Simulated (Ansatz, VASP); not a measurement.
Cu in VASP and in Ansatz

```
Cu
1.0
     0.00000    1.81459    1.81459
     1.81459    0.00000    1.81459
     1.81459    1.81459    0.00000
Cu
1
Direct
  0.00000 0.00000 0.00000
```

Alike in both runs: task relaxation of cell and atoms; functional PBE; k mesh 19 × 19 × 19; occupations fermi-dirac, width 0.05 eV; no spin polarisation.

```csv
,VASP,Ansatz
version,VASP 6.6.1,Ansatz 0.2.0
potentials or method,"VASP PAW PBE potentials, release 64 (Cu)","PAW with Ansatz's default frozen-core files, scalar-relativistic"
plane-wave cutoff (eV),600,420
valence electrons in the cell,11,19
```

Ansatz gave:

| Property | Result |
| --- | --- |
| relaxed volume (Å³/atom) | 11.95 |
| relaxed cell length with the largest relative difference (Å) | 2.566 |

Task: Estimate VASP's values.

Result: Relaxed volume (Å³/atom): 12.00; relaxed cell length with the largest relative difference (Å): 2.570.

VASP's potentials hold 11 valence electrons a cell and Ansatz's 19, so a difference there can come from the potentials and not from the codes.
